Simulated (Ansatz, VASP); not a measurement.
## One calculation of Zr2CdSnTe4, two programs

File INCAR:

```
SYSTEM = Zr2CdSnTe4
ALGO = Normal ; EDIFF = 1E-7
ENCUT = 520 ; GGA = PE
ISIF = 2 ; ISMEAR = -1
LASPH = .True. ; LCHARG = .False.
LREAL = .False. ; LWAVE = .False.
NBANDS = 47 ; NELM = 100
PREC = Accurate ; SIGMA = 0.1
```

The input KPOINTS:

```
k-points
0
Gamma
  6 6 6
  0 0 0
```

File POSCAR:

```
Zr2CdSnTe4
1.0
   -4.1156710000      4.1156710000      3.5256030000
    4.1156710000     -4.1156710000      3.5256030000
    4.1156710000      4.1156710000     -3.5256030000
Zr Cd Sn Te
2 1 1 4
Direct
    0.5000000000      0.0000000000      0.5000000000
    0.0000000000      0.5000000000      0.5000000000
    0.5000000000      0.5000000000      0.0000000000
    0.0000000000      0.0000000000      0.0000000000
    0.4216600000      0.4216600000      0.3641800000
    0.5783400000      0.9425200000      0.0000000000
    0.0574800000      0.0574800000      0.6358200000
    0.9425200000      0.5783400000      0.0000000000
```

Input for Ansatz:

```yaml
crystal:
  lattice:
    - [-4.115671, 4.115671, 3.525603]
    - [4.115671, -4.115671, 3.525603]
    - [4.115671, 4.115671, -3.525603]
  atoms:
    - { symbol: Zr, position: [0.5, 0.0, 0.5] }
    - { symbol: Zr, position: [0.0, 0.5, 0.5] }
    - { symbol: Cd, position: [0.5, 0.5, 0.0] }
    - { symbol: Sn, position: [0.0, 0.0, 0.0] }
    - { symbol: Te, position: [0.42166, 0.42166, 0.36418] }
    - { symbol: Te, position: [0.57834, 0.94252, 0.0] }
    - { symbol: Te, position: [0.05748, 0.05748, 0.63582] }
    - { symbol: Te, position: [0.94252, 0.57834, 0.0] }
  symmetry: { tolerance: 0.0003 }
kpoints:
  mp_grid: { grid: [6, 6, 6], shift: [0, 0, 0] }
  band_path:
    path:
      - [0.0, 0.0, 0.0]
      - [0.0, 0.0, 0.5]
      - [-0.5, 0.5, 0.5]
      - [0.0, 0.0, 0.0]
      - [0.4334533, 0.4334533, -0.4334533]
      - [-0.4334533, 0.5665467, 0.4334533]
      - [-0.5, 0.5, 0.5]
      - [0.0, 0.0, 0.5]
      - [0.25, 0.25, 0.25]
      - [0.0, 0.5, 0.0]
      - [0.0, 0.0, 0.0]
    npoints: 6
magnetization:
  spin_polarized: false
scf:
  occupations: { method: fermi_dirac }
  lower_state_search: "off"
  max_iter: 200
hamiltonian:
  pseudopotentials: { kind: paw }
  xc: pbe
basis:
  ecutwfc: 420
  fft_grid_basis: typed
output:
  forces: true
  stress: true
  eigenvalues: true
  bader: true
  populations: true
  elf: true
  write_potential: true
  volumetric_format: npy
  dos:
    e_range: [-12, 8]
    de: 0.05
    projected: { site_lists: { Cd: [Cd], Sn: [Sn], Te: [Te], Zr: [Zr] } }
checkpoint:
  read: saved_state
```

Alike in both runs: task single point; functional PBE; k mesh 6 × 6 × 6; no spin polarisation.

```csv
,VASP,Ansatz
version,VASP 6.6.1,Ansatz 0.2.0
potentials or method,"VASP PAW PBE potentials, release 64 (Zr_sv, Cd, Sn_d, Te), cutoff 520 eV",PAW plane waves
occupations,"fermi-dirac, width 0.1 eV",fermi-dirac
valence electrons in the cell,74,122
```

```tsv
	VASP	Ansatz	Ansatz less VASP
pressure (GPa)	0.1	0.0	-0.06
traceless stress, the component that is largest in VASP (GPa)	1.45	1.42	-0.029
rms of the force components (eV/Å)	0.949	0.942	-0.0072
```

Atom by atom the forces differ by 0.009 eV/Å (rms over components). VASP's potentials hold 74 valence electrons a cell and Ansatz's 122, so a difference there can come from the potentials and not from the codes.

Spin-orbit coupling is off throughout.
